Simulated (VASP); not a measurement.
Input of a VASP 6.6.1 run:

The input INCAR:

```
SYSTEM = Mg
ALGO = Fast
EDIFF = 1E-7
ENCUT = 520
ISIF = 2
ISMEAR = -1
LASPH = .TRUE.
LCHARG = .FALSE.
LREAL = .FALSE.
LWAVE = .FALSE.
NBANDS = 12
NELM = 80
PREC = Accurate
SIGMA = 0.05
```

KPOINTS

```
k-points
0
G
  10 10 3
  0 0 0
```

Contents of POSCAR:

```
Mg
1.0
    3.1768261656      0.0000000000      0.0000000000
   -1.5884130828      2.7512121628      0.0000000000
    0.0000000000      0.0000000000     10.3188620100
Mg
4
Direct
    0.6666666667      0.3333333333      0.7500000000
    0.0000000000      0.0000000000      0.5000000000
    0.3333333333      0.6666666667      0.2500000000
    0.0000000000      0.0000000000      0.0000000000
```

Potentials or basis: VASP PAW LDA potentials, release 64 (Mg).

Launch:

```sh
$ cat potpaw_LDA.64/Mg/POTCAR > POTCAR
$ mpirun -np 1 vasp_std > vasp.out
```

(1) Predict the band gap on the k mesh.

(2) What does it give for the pressure?

## Answers

(1) zero (band 4 reaches 3.23 eV, above the bottom of band 5 at 1.28 eV).

(2) -1.6 GPa.
